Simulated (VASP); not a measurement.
Set up this calculation in VASP 6.6.1, as the native input.

- Task: electric field gradients
- Functional: PBE
- Potentials or basis: VASP PAW PBE potentials, release 64 (Zn, Se)
- Cutoff: 520 eV
- k mesh: 13 × 13 × 13
- Occupations: fermi-dirac, width 0.08 eV
- Spin: no spin polarisation
- Dipole correction: no
- Further INCAR settings: ALGO = Normal; EDIFF = 1e-08; NBANDS = 16

The structure of ZnSe (rocksalt type) lies in POSCAR:

```
ZnSe
1.0
    0.0000000000      2.6293003445      2.6293003445
    2.6293003445      0.0000000000      2.6293003445
    2.6293003445      2.6293003445      0.0000000000
Zn Se
1 1
Direct
    0.0000000000      0.0000000000      0.0000000000
    0.5000000000      0.5000000000      0.5000000000
```

This cell differs from its parent crystal: volume scaled by 0.9405.

One way to write it, as run:

INCAR

```
SYSTEM = ZnSe
PREC = Accurate
ENCUT = 520
EDIFF = 1E-8
ISMEAR = -1
SIGMA = 0.08
LREAL = .FALSE.
LASPH = .TRUE.
NELM = 60
ALGO = Normal
ISIF = 2
LWAVE = .FALSE.
LCHARG = .FALSE.
GGA = PE
LEFG = .TRUE.
NBANDS = 16
```

KPOINTS

```
regular mesh
0
G
  13 13 13
  0 0 0
```

Potentials or basis: VASP PAW PBE potentials, release 64 (Zn, Se).

Run with:

```console
$ cat potpaw_PBE.64/Zn/POTCAR potpaw_PBE.64/Se/POTCAR > POTCAR
$ mpirun -np 1 vasp_std > vasp.out
```

Results of the run:

* Pressure: 5.3 GPa
* Band gap on the k mesh: zero (band 9 reaches 3.74 eV, above the bottom of band 10 at 2.75 eV)

Caveat: without QUAD_EFG the Cq values of the log hold for a quadrupole moment of 1 mb, not for the nuclei.

Run time: 47 s on 1 thread of Intel(R) Xeon(R) Platinum 8259CL CPU @ 2.50GHz (Skylake/Cascade Lake), with other jobs on the host, peak memory 0.19 GiB.
